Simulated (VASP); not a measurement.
Runs of VASP 6.6.1 on Sn. The structure is that of space group I4/mmm (No. 139), or close to it. The cells are those of the table. 

```csv
cell,gap on the mesh (eV),pressure (GPa)
"a = 3.309 Å, angles 116.0, 114.9, 98.1°, 1 atom",none,(a)
"a = 3.290 Å, angles 115.5, 115.9, 97.6°, 1 atom",none,0.2
"a = 3.285 Å, angles 115.4, 116.2, 97.4°, 1 atom",none,0.5
"a = 3.311 Å, angles 116.0, 114.7, 98.2°, 1 atom",none,-0.9
```

Alike in all rows: task single point; level PBE+D3(BJ); potentials or basis VASP PAW PBE potentials, release 64 (Sn_d); no spin polarisation; k mesh 24 × 24 × 24; cutoff (eV) 520; smearing gaussian 0.15 eV.

**Question.** Estimate the missing entries.

**Answer.** (a) -0.8.

Caveats: spin-orbit coupling is left out, which moves the levels of the heavy elements.

A k mesh can miss the band edges, and the runs leave out spin-orbit coupling on Sn.

A gap of «none» marks levels without a gap at the run's occupations.
